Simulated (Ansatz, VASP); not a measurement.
# CdS in VASP and in Ansatz

```
Cd S
1.0
     0.00000    2.65761    2.65761
     2.65761    0.00000    2.65761
     2.65761    2.65761    0.00000
Cd S
1 1
Direct
  0.00000 0.00000 0.00000
  0.25000 0.25000 0.25000
```

Change from the starting cell: volume scaled by 0.76, PAW files.

Alike in both runs: task single point; functional PBEsol; k mesh 11 × 11 × 11; occupations fermi-dirac, width 0.08 eV; no spin polarisation.

|  | VASP | Ansatz |
| --- | --- | --- |
| version | VASP 6.6.1 | Ansatz 0.2.0 |
| potentials or method | VASP PAW PBE potentials, release 64 (Cd, S) | PAW with Ansatz's default frozen-core files, scalar-relativistic |
| plane-wave cutoff (eV) | 520 | 420 |
| valence electrons in the cell | 18 | 26 |

VASP gave:

| Quantity | Value |
| --- | --- |
| pressure (GPa) | 32.9 |

Q: What did Ansatz give for the same quantities?

A: Pressure (GPa): 31.6.

VASP's potentials were made for PBE, not for PBEsol. Both programs put the cell under a high pressure, so it lies far from rest at this level. VASP's potentials hold 18 valence electrons a cell and Ansatz's 26, so a difference there can come from the potentials and not from the codes.
